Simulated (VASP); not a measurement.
The system is Mg.

```
Mg
1.0
     3.20930    0.00000    0.00000
    -1.60465    2.77934    0.00000
     0.00000    0.00000    5.21030
Mg
2
Direct
  0.33333 0.66667 0.25000
  0.66667 0.33333 0.75000
```

* Program: VASP 6.6.1
* Task: relaxation of volume and atoms at fixed shape
* Functional: PBEsol
* Potentials or basis: VASP PAW PBE potentials, release 64 (Mg)
* Cutoff: 600 eV
* k mesh: 8 × 8 × 5
* Occupations: methfessel-paxton, width 0.05 eV
* Spin: no spin polarisation

At the start: pressure -1.1 GPa; volume 23.24 Å³/atom.

Question: How do energy, volume and symmetry change on relaxing?

Answer: Over 3 steps the energy falls by 2.4 meV/atom and the volume is 22.54 Å³/atom (-3.0 %); space group P6_3/mmc (No. 194, to 0.1 Å) before and after.

The path:
```
step  energy change (eV)  largest force (eV/Å)  pressure (GPa)  volume (Å³)
   1              0.0000                0.0000           -1.09        46.47
   2             -0.0046                0.0000           -0.28        45.42
   3             -0.0049                0.0000           -0.01        45.08
```

Final structure:
```
CELL_PARAMETERS angstrom
3.17683 0.00000 0.00000
-1.58842 2.75122 0.00000
0.00000 0.00000 5.15759
ATOMIC_POSITIONS crystal
Mg 0.33333 0.66667 0.25000
Mg 0.66667 0.33333 0.75000
```

Caveat: the PAW data sets were made with another functional, which shifts forces and pressure a little.
